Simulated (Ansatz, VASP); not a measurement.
**Ag: VASP beside Ansatz**

```
Ag
1.0
    -1.57287    1.57287    1.57287
     1.57287   -1.57287    1.57287
     1.57287    1.57287   -1.57287
Ag
1
Direct
  0.00000 0.00000 0.00000
```

Change from the starting cell: strain -0.050 along x and y, -0.050 along z, atoms carried along.

Alike in both runs: task single point; functional r2SCAN; k mesh 20 × 20 × 20; occupations gaussian, width 0.15 eV; no spin polarisation.

|  | VASP | Ansatz |
| --- | --- | --- |
| version | VASP 6.6.1 | Ansatz 0.2.0 |
| potentials or method | VASP PAW PBE potentials, release 64 (Ag), cutoff 520 eV | scalar-relativistic, plane waves, PAW |
| valence electrons in the cell | 11 | 19 |

Ansatz gave:

- gap on the k mesh at the Fermi level (eV): none
- pressure (GPa): 15.5

Q: Which values does VASP return?

A: gap on the k mesh at the Fermi level (eV): none; pressure (GPa): 15.9.

VASP's potentials were made for PBE, not for r2SCAN. A gap of «none» marks a metal or a gap that the smearing closes. VASP's potentials hold 11 valence electrons a cell and Ansatz's 19, so a difference there can come from the potentials and not from the codes.
